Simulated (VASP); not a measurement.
A run of VASP 6.6.1:

The input INCAR:

```
PREC = Accurate
ENCUT = 500
EDIFF = 1E-6
ISMEAR = 0
SIGMA = 0.02
LREAL = False
LASPH = True
NELM = 120
ALGO = Normal
ISIF = 2
LWAVE = False
LCHARG = False
GGA = PE
NBANDS = 21
GGA_COMPAT = False
```

File KPOINTS:

```
regular mesh
0
Gamma
  6 6 4
```

Contents of POSCAR:

```
PbI2
1.0
    4.6803012937      0.0000000000      0.0000000000
   -2.3401506469      4.0532598177      0.0000000000
    0.0000000000      0.0000000000      8.1456901586
Pb I
1 2
Direct
    0.0000000000      0.0000000000      0.0000000000
    0.3333333333      0.6666666667      0.2280452429
    0.6666666667      0.3333333333      0.7719547571
```

Potentials or basis: VASP PAW PBE potentials, release 64 (Pb_d, I).

Launch:

```sh
$ cat potpaw_PBE.64/Pb_d/POTCAR potpaw_PBE.64/I/POTCAR > POTCAR
$ mpirun -np 1 vasp_std > vasp.out
```

Hardware: 1 thread of Intel(R) Xeon(R) 6975P-C (Granite Rapids), on a shared host.

Problem. Estimate the wall time of this run.

Solution. It took 31 s on 1 thread of Intel(R) Xeon(R) 6975P-C (Granite Rapids) (shared host), peak memory 0.28 GiB. Counts: scf iterations 13, k points 24.
